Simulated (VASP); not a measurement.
Write the native input for VASP 6.6.1 that does the following.

| Item | Value |
| --- | --- |
| Task | single point |
| Functional | LDA |
| Potentials or basis | VASP PAW LDA potentials, release 64 (Cu, I) |
| Cutoff | 520 eV |
| k mesh | 8 × 8 × 10 |
| Occupations | gaussian, width 0.05 eV |
| Spin | no spin polarisation |
| Dipole correction | no |
| Further INCAR settings | ALGO = Normal; EDIFF = 1e-07; NBANDS = 26 |

The structure of CuI lies in POSCAR:

```
CuI
1.0
    3.7331675900     -3.7110863700      0.0000000000
    3.7331675900      3.7110863700      0.0000000000
    0.0000000000      0.0000000000      4.3069976700
Cu I
2 2
Direct
    0.4204388300      0.5795611700      0.7500000000
    0.5795611700      0.4204388300      0.2500000000
    0.7700426800      0.2299573200      0.7500000000
    0.2299573200      0.7700426800      0.2500000000
```

These files were run (other wordings do the same):

INCAR

```
SYSTEM = CuI
ALGO = Normal
EDIFF = 1E-7
ENCUT = 520
ISIF = 2
ISMEAR = 0
LASPH = .TRUE.
LCHARG = .FALSE.
LREAL = .FALSE.
LWAVE = .FALSE.
NBANDS = 26
NELM = 80
PREC = Accurate
SIGMA = 0.05
```

KPOINTS

```
k-points
0
G
  8 8 10
  0 0 0
```

Potentials or basis: VASP PAW LDA potentials, release 64 (Cu, I).

Command:

```bash
$ cat potpaw_LDA.64/Cu/POTCAR potpaw_LDA.64/I/POTCAR > POTCAR
$ mpirun -np 1 vasp_std > vasp.out
```

It gave:

* Pressure: -3.0 GPa
* Largest force: 0.378 eV/Å
* Band gap on the k mesh: 0.90 eV, direct

Caveat: spin-orbit coupling is left out, which moves the levels of the heavy elements.

Run time: 9.5 min on 1 thread of Oxide Virtual Turin-like Processor, with other jobs on the host, peak memory 0.4 GiB.
